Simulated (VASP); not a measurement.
## Si3Sn: single point with r2SCAN

Crystal: Si3Sn.

```
Si Sn
1.0
     3.95521    0.00000    0.00000
     0.00000    3.95521    0.00000
     0.00000    0.00000    5.63127
Si Sn
3 1
Direct
  0.50000 0.00000 0.77460
  0.50000 0.50000 0.00000
  0.00000 0.50000 0.22540
  0.00000 0.00000 0.50000
```

* Program: VASP 6.6.1
* Task: single point
* Functional: r2SCAN
* Potentials or basis: VASP PAW PBE potentials, release 64 (Si, Sn_d)
* Cutoff: 520 eV
* k mesh: 6 × 6 × 4
* Occupations: gaussian, width 0.01 eV
* Spin: no spin polarisation

The pressure is 5.4 GPa. The largest force is 0.092 eV/Å. The band gap on the k mesh is 0.30 eV (least direct gap 0.62 eV).

Forces on the atoms (eV/Å):
```
Si   0.000  0.000  0.092
Si   0.000  0.000  0.000
Si   0.000  0.000 -0.092
Sn   0.000  0.000  0.000
```

Levels at points of the mesh, in eV from the valence-band top:
```csv
k point,band 9,band 10,band 11,band 12,band 13,band 14,band 15,band 16,band 17,band 18
"(0.00, 0.00, 0.00)",-3.42,-3.42,-0.35,0.00,0.00,0.62,0.64,2.46,2.46,2.72
"(0.50, 0.00, 0.00)",-6.01,-4.26,-3.99,-2.28,-1.05,1.67,3.10,4.37,4.86,5.02
"(0.50, 0.50, 0.00)",-8.04,-3.54,-3.27,-3.27,-3.00,0.30,0.66,0.66,1.17,9.53
"(0.00, 0.00, 0.50)",-3.93,-2.83,-2.83,-1.62,-1.62,0.65,1.08,3.08,3.62,5.72
"(0.50, 0.00, 0.50)",-7.35,-2.22,-1.58,-1.49,-0.83,1.05,1.48,2.89,3.25,3.51
"(0.50, 0.50, 0.50)",-7.82,-4.27,-4.24,-4.24,-4.14,4.23,4.23,4.38,4.52,4.60
```

Wall time 4.6 min on 1 thread of Intel Xeon 8259CL, on a shared host, peak memory 0.22 GiB.

Caveat: the cell stands under pressure; the PAW data sets were made with another functional, which shifts forces and pressure a little; spin-orbit coupling is left out, which moves the levels of the heavy elements. A k mesh can miss the band edges.
